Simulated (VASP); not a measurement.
SiNi3:

```
Si Ni
1.0
     3.54200    0.00000    0.00000
     0.00000    3.54200    0.00000
     0.00000    0.00000    3.54200
Si Ni
1 3
Direct
  0.00000 0.00000 0.00000
  0.00000 0.50000 0.50000
  0.50000 0.00000 0.50000
  0.50000 0.50000 0.00000
```

Base run:

```yaml
Program: VASP 6.6.1
Functional: PBE
Potentials_or_basis: VASP PAW PBE potentials, release 64 (Si, Ni)
Cutoff: 520 eV
k_mesh: 7 × 7 × 7
Occupations: fermi-dirac, width 0.05 eV
Spin: collinear spin, ferromagnetic start
Starting_moments: "[0.0, 0.05, 0.05, 0.05] μB"
Fixed_moment: 0.15 μB
```

Its results: pressure -5.9 GPa; site moments Si -0.00; Ni +0.05 μB.

**Question.** The run is repeated on the same cell with these changes: fixed moment from 0.15 μB to 3.6 μB; moments at the start from [0.0, 0.05, 0.05, 0.05] to [0.0, 1.2, 1.2, 1.2]. What comes out?

**Answer.** Pressure 5.3 GPa; site moments Si +0.20; Ni +1.04 μB.

Caveats: the total moment is fixed, so each spin has its own Fermi level.
